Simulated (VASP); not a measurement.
# Ta (P6_3/mmc) in VASP: single point with PBEsol

Aim: the single point of Ta with PBEsol.

All numbers are computed with VASP 6.6.1; they aren't measurements. Logs are shortened: lines on timing, memory, paths and dates and some standing lists are left out, and cuts for length are marked.

## Step 1: The cell of the first run

Symmetry: P6_3/mmc, No. 194, hexagonal system. The conventional cell has a = 2.448 Å, b = 2.448 Å, c = 4.192 Å, α = 90.00°, β = 90.00°, γ = 120.00°. Ta (site symmetry -6m2) has 12 Ta at 2.45 to 2.53 Å within 3.2 Å.

This isn't the form of Ta at room conditions, which is bcc.

## Step 2: Single point, PBEsol

File INCAR:

```
  ALGO = Normal
  EDIFF = 1E-6
  ENCUT = 500
  GGA = PS
  GGA_COMPAT = False
  ISIF = 2
  ISMEAR = -1
  LASPH = True
  LCHARG = False
  LREAL = False
  LWAVE = False
  NBANDS = 20
  NELM = 120
  PREC = Accurate
  SIGMA = 0.1
```

File KPOINTS:

```
k-points
0
Gamma
  17 17 9
```

File POSCAR:

```
Ta
1.0
    2.4481354701      0.0000000000      0.0000000000
   -1.2240677351      2.1201475090      0.0000000000
    0.0000000000      0.0000000000      4.1922707373
Ta
2
Direct
    0.3333333333      0.6666666667      0.2500000000
    0.6666666667      0.3333333333      0.7500000000
```

Potentials or basis: VASP PAW PBE potentials, release 64 (Ta_sv_GW).

Command:

```sh
cat potpaw_PBE.64/Ta_sv_GW/POTCAR > POTCAR
mpirun -np 1 vasp_std > vasp.out
```

OUTCAR:

```text
EDIFF = 1E-6
   ENCUT = 500
   GGA = PS
   ISIF = 2
   ISMEAR = -1
   LASPH = True
   LREAL = False
   NELM = 120
   PREC = Accurate

 ion  position               nearest neighbor table
   1  0.333  0.667  0.250-   2 2.53   2 2.53   2 2.53   2 2.53   2 2.53   2 2.53
   2  0.667  0.333  0.750-   1 2.53   1 2.53   1 2.53   1 2.53   1 2.53   1 2.53

  LATTYP: Found a hexagonal cell.
 ALAT       =     2.4481354701
 C/A-ratio  =     1.7124341314

  Lattice vectors:

 A1 = (   2.4481354701,   0.0000000000,   0.0000000000)
 A2 = (  -1.2240677351,   2.1201475090,   0.0000000000)
 A3 = (   0.0000000000,   0.0000000000,   4.1922707373)

Analysis of symmetry for initial positions (statically):
=====================================================================
 Subroutine PRICEL returns:
 Original cell was already a primitive cell.

 Routine SETGRP: Setting up the symmetry group for a
 hexagonal supercell.

 Subroutine GETGRP returns: Found 24 space group operations
 (whereof 12 operations were pure point group operations)
 out of a pool of 24 trial point group operations.

The static configuration has the point symmetry D_3d.
 The point group associated with its full space group is D_6h.

Analysis of symmetry for dynamics (positions and initial velocities):
=====================================================================
 Subroutine PRICEL returns:
 Original cell was already a primitive cell.

 Routine SETGRP: Setting up the symmetry group for a
 hexagonal supercell.

 Subroutine GETGRP returns: Found 24 space group operations
 (whereof 12 operations were pure point group operations)
 out of a pool of 24 trial point group operations.

The dynamic configuration has the point symmetry D_3d.
 The point group associated with its full space group is D_6h.

 Subroutine INISYM returns: Found 24 space group operations
 (whereof 12 operations are pure point group operations),
 and found     1 'primitive' translations

----------------------------------------------------------------------------------------

                                     Primitive cell

  volume of cell :      21.7596
[... 73 lines left out ...]
   total plane-waves  NPLWV =  10368
   dimension x,y,z NGX =    18 NGY =   18 NGZ =   32
   dimension x,y,z NGXF=    36 NGYF=   36 NGZF=   64
   ions per type =               2
   NGX,Y,Z   is equivalent  to a cutoff of  12.22, 12.22, 12.69 a.u.
   NGXF,Y,Z  is equivalent  to a cutoff of  24.45, 24.45, 25.38 a.u.
 SYSTEM =  unknown system
   PREC   = accura    normal or accurate (medium, high low for compatibility)
   ISTART =      0    job   : 0-new  1-cont  2-samecut
   ICHARG =      2    charge: 1-file 2-atom 10-const
   ISPIN  =      1    spin polarized calculation?
   LNONCOLLINEAR =      F non collinear calculations
   LSORBIT =      F    spin-orbit coupling
   LASPH  =      T    aspherical Exc in radial PAW
   ENCUT  =  500.0 eV  36.75 Ry    6.06 a.u.   4.46  4.46  7.64*2*pi/ulx,y,z
   NELM   =    120;   NELMIN=  2; NELMDL= -5     # of ELM steps
   EDIFF  = 0.1E-05   stopping-criterion for ELM
   LREAL  =      F    real-space projection
   EDIFFG = 0.1E-04   stopping-criterion for IOM
   NSW    =      0    number of steps for IOM
   IBRION =     -1    ionic relax: 0-MD 1-quasi-New 2-CG
   NFREE  =      0    steps in history (QN), initial steepest desc. (CG)
   ISIF   =      2    stress and relaxation
   ISYM   =      2    0-nonsym 1-usesym 2-fastsym
   POTIM  = 0.5000    time-step for ionic-motion
   TEBEG  =    0.0;   TEEND  =   0.0 temperature during run
   PSTRESS=    0.0 pullay stress
   NELECT =      26.0000    total number of electrons
   NUPDOWN=      -1.0000    fix difference up-down
   EMIN   =  10.00;   EMAX   =-10.00  energy-range for DOS
   EFERMI =   0.00;   METHOD = LEGACY
   ISMEAR =    -1;   SIGMA  =   0.10  broadening in eV -4-tet -1-fermi 0-gaus
   EFERMI_NEDOS =   21; number of points for ismear=-14 and -15
   IALGO  =     38    algorithm
   IMIX   =      4    mixing-type and parameters
     AMIX     =   0.40;   BMIX     =  1.00
     AMIX_MAG =   1.60;   BMIX_MAG =  1.00
  volume/ion in A,a.u.               =      10.88        73.42
  Fermi-wavevector in a.u.,A,eV,Ry     =   1.737197  3.282826 41.060375  3.017852
  Thomas-Fermi vector in A             =   2.810466
   LORBIT       =      0    0 simple, 1 ext, 2 COOP (PROOUT), +10 PAW based schemes
   GGA     = PS    functional components
   LHFCALC =     F    Hartree Fock is set to
   AEXX    =    0.0000 exact exchange contribution
   IVDW    =     0    specifies the selected vdW correction
   LEPSILON=     F    determine dielectric tensor
   LRPA    =     F    only Hartree local field effects (RPA)
 non-spin polarized calculation
  energy-cutoff  :      500.00
  volume of cell :       21.76
 maximum number of plane-waves:       574
 NGX is ok and might be reduce to    18
   NGX =  9   NGY =  9   NGZ = 15

 number of electron      26.0000005 magnetization

 Free energy of the ion-electron system (eV)
  ---------------------------------------------------
  ext. energy  EPLUGINS =         0.00000000
  ---------------------------------------------------
  free energy    TOTEN  =       -21.73331133 eV

  energy without entropy =      -21.68665856  energy(sigma->0) =      -21.70998495

 E-fermi :  19.2245     XC(G=0): -16.2505

 val. band max:       19.2181524831   @ k =   0.1176   0.1176   0.3333
 cond. band min:      19.2259231158   @ k =   0.2941   0.2353   0.1111
 fundamental gap:      0.0077706327
 Fermi energy:        19.2244745254

 k-point     1 :       0.0000    0.0000    0.0000
  band No.  band energies     occupation
      1     -48.4225      2.00000
      2     -47.7149      2.00000
      3     -17.4921      2.00000
      4     -12.8582      2.00000
      5     -12.8582      2.00000
      6     -12.7421      2.00000
[... 541 lines left out ...]
     19      28.1816      0.00000
     20      35.3389      0.00000

 [... further k-points ...]
[... 5 lines left out ...]
  --------------------------------------------------------------------------------------
  -------------------------------------------------------------------------------------
  Total       35.0313282     35.0313282     34.9224474     -0.0000000      0.0000000      0.0000000
  in kB     2579.3860098   2579.3860098   2571.3690303     -0.0000001      0.0000000      0.0000000
  external PRESSURE =    2576.7136833 kB  Pullay stress =       0.0000000 kB

 VOLUME and BASIS-vectors are now :
 -----------------------------------------------------------------------------
  energy-cutoff  :      500.00
  volume of cell :       21.76
      direct lattice vectors                 reciprocal lattice vectors
     2.448135470  0.000000000  0.000000000     0.408474127  0.235832647  0.000000000
    -1.224067735  2.120147509  0.000000000     0.000000000  0.471665295  0.000000000
     0.000000000  0.000000000  4.192270737     0.000000000  0.000000000  0.238534213

 POSITION                                       TOTAL-FORCE (eV/Angst)
 -----------------------------------------------------------------------------------
     -0.00000      1.41343      1.04807        -0.000000      0.000000      0.000000
      1.22407      0.70672      3.14420         0.000000     -0.000000      0.000000
 -----------------------------------------------------------------------------------
    total drift:                               -0.000000      0.000000     -0.000000

  FREE ENERGIE OF THE ION-ELECTRON SYSTEM (eV)
  ---------------------------------------------------
  free  energy   TOTEN  =       -21.7333113339 eV

  energy  without entropy=      -21.6866585635  energy(sigma->0) =      -21.70998495
```

OSZICAR:

```text
N       E                     dE             d eps       ncg     rms          rms(c)
DAV:   1     0.207927281807E+03    0.20793E+03   -0.17419E+04  6664   0.134E+03
DAV:   2    -0.118053394501E+02   -0.21973E+03   -0.21464E+03  8552   0.377E+02
DAV:   3    -0.217973039534E+02   -0.99920E+01   -0.99303E+01  7796   0.741E+01
DAV:   4    -0.221350949231E+02   -0.33779E+00   -0.33774E+00  7596   0.111E+01
DAV:   5    -0.221456643094E+02   -0.10569E-01   -0.10569E-01  7776   0.178E+00    0.206E+02
DAV:   6    -0.218014733928E+02    0.34419E+00   -0.40793E-01  7540   0.529E+00    0.122E+02
DAV:   7    -0.217434523702E+02    0.58021E-01   -0.58629E-01  8704   0.597E+00    0.150E+01
DAV:   8    -0.217324060674E+02    0.11046E-01   -0.42827E-02  7008   0.183E+00    0.619E+00
DAV:   9    -0.217329050421E+02   -0.49897E-03   -0.88121E-04  8064   0.315E-01    0.142E+00
DAV:  10    -0.217332956737E+02   -0.39063E-03   -0.87573E-04  6744   0.350E-01    0.196E+00
DAV:  11    -0.217333074583E+02   -0.11785E-04   -0.17045E-05  7628   0.431E-02    0.101E+00
DAV:  12    -0.217333119348E+02   -0.44764E-05   -0.29327E-07  3936   0.612E-03    0.138E-01
DAV:  13    -0.217333113339E+02    0.60085E-06   -0.67231E-08  3544   0.214E-03
   1 F= -.21733311E+02 E0= -.21709985E+02  d E =-.466528E-01
```

stdout:

```text
POSCAR found type information on POSCAR Ta
 POSCAR found :  1 types and       2 ions
 scaLAPACK will be used
 -----------------------------------------------------------------------------
|                                                                             |
|                                                                             |
|     You enforced a specific xc type in the INCAR file but a different       |
|     I HOPE YOU KNOW WHAT YOU ARE DOING!                                     |
|                                                                             |
 -----------------------------------------------------------------------------

 LDA part: xc-table for (Slater+PW92), standard interpolation
 POSCAR, INCAR and KPOINTS ok, starting setup
 FFT: planning ... GRIDC
 FFT: planning ... GRID_SOFT
 FFT: planning ... GRID
 WAVECAR not read
 entering main loop
```

Wall time 53 s (1 thread of Intel Xeon Platinum 8259CL at 2.50GHz (Skylake/Cascade Lake), shared host); peak memory 0.18 GiB.

Results:

- Free energy: -21.7333 eV
- Pressure: 257.7 GPa
- Band gap on the k mesh: zero (bands 13 and 14 overlap by 4.16 eV)

Caveat: the cell stands under pressure; the PAW data sets were made with another functional, which shifts forces and pressure a little; spin-orbit coupling is left out, which moves the levels of the heavy elements.
